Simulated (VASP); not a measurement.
Ge2Sb2Te5:

```
CELL_PARAMETERS angstrom
4.29406 0.00000 0.00000
-2.14703 3.71877 0.00000
0.00000 0.00000 17.10135
ATOMIC_POSITIONS crystal
Te 0.66667 0.33333 0.41989
Te 0.33333 0.66667 0.58011
Te 0.33333 0.66667 0.20154
Te 0.66667 0.33333 0.79846
Te 0.00000 0.00000 0.00000
Sb 0.00000 0.00000 0.32007
Sb 0.00000 0.00000 0.67993
Ge 0.66667 0.33333 0.10290
Ge 0.33333 0.66667 0.89711
```

- Program: VASP 6.6.1
- Task: relaxation of cell and atoms
- Functional: PBEsol
- Potentials or basis: VASP PAW PBE potentials, release 64 (Te, Sb, Ge_d)
- Cutoff: 600 eV
- k mesh: 5 × 5 × 2
- Occupations: fermi-dirac, width 0.05 eV
- Spin: no spin polarisation

At the start: pressure -2.2 GPa; volume 30.34 Å³/atom.

Task: Where does the relaxation end?

Result: Over 19 steps the energy falls by 11.5 meV/atom and the volume is 29.14 Å³/atom (-4.0 %); space group P-3m1 (No. 164, to 0.1 Å) before and after.

Step by step:
| step | energy change (eV) | largest force (eV/Å) | pressure (GPa) | volume (Å³) |
| --- | --- | --- | --- | --- |
| 1 | 0.0000 | 0.1683 | -2.22 | 273.09 |
| 2 | -0.0674 | 0.2730 | 1.10 | 256.81 |
| 3 | -0.0838 | 0.1937 | 0.00 | 261.62 |
| 4 | -0.0891 | 0.1064 | 0.01 | 261.17 |
| 5 | -0.0920 | 0.1036 | 0.02 | 260.47 |
| 6 | -0.0942 | 0.0743 | 0.01 | 260.50 |
| 7 | -0.0974 | 0.0623 | -0.02 | 260.61 |
| 8 | -0.0975 | 0.0632 | -0.02 | 260.62 |
| 9 | -0.0986 | 0.0429 | 0.06 | 260.37 |
| 10 | -0.0991 | 0.0457 | 0.19 | 260.04 |
| 11 | -0.0995 | 0.0465 | 0.17 | 260.26 |
| 12 | -0.1004 | 0.0639 | 0.05 | 260.94 |
| 13 | -0.1002 | 0.0987 | -0.17 | 262.31 |
| 14 | -0.1006 | 0.0793 | -0.05 | 261.54 |
| 15 | -0.1011 | 0.0703 | -0.04 | 261.60 |
| 16 | -0.1023 | 0.0435 | -0.03 | 261.80 |
| 17 | -0.1033 | 0.0108 | 0.00 | 262.19 |
| 18 | -0.1033 | 0.0135 | 0.00 | 262.21 |
| 19 | -0.1033 | 0.0098 | 0.00 | 262.28 |

Final structure:
```yaml
crystal:
  lattice:
    - [4.21937, 0.00000, 0.00000]
    - [-2.10968, 3.65408, 0.00000]
    - [0.00000, 0.00000, 17.01147]
  atoms:
    - { symbol: Te, position: [0.66667, 0.33333, 0.41593] }
    - { symbol: Te, position: [0.33333, 0.66667, 0.58407] }
    - { symbol: Te, position: [0.33333, 0.66667, 0.19682] }
    - { symbol: Te, position: [0.66667, 0.33333, 0.80318] }
    - { symbol: Te, position: [0.00000, 0.00000, 0.00000] }
    - { symbol: Sb, position: [0.00000, 0.00000, 0.31516] }
    - { symbol: Sb, position: [0.00000, 0.00000, 0.68484] }
    - { symbol: Ge, position: [0.66667, 0.33333, 0.10031] }
    - { symbol: Ge, position: [0.33333, 0.66667, 0.89969] }
```

Caveat: the PAW data sets were made with another functional, which shifts forces and pressure a little; this functional lacks dispersion, which binds the layers, so the pressure and a relaxed spacing across them are unreliable.
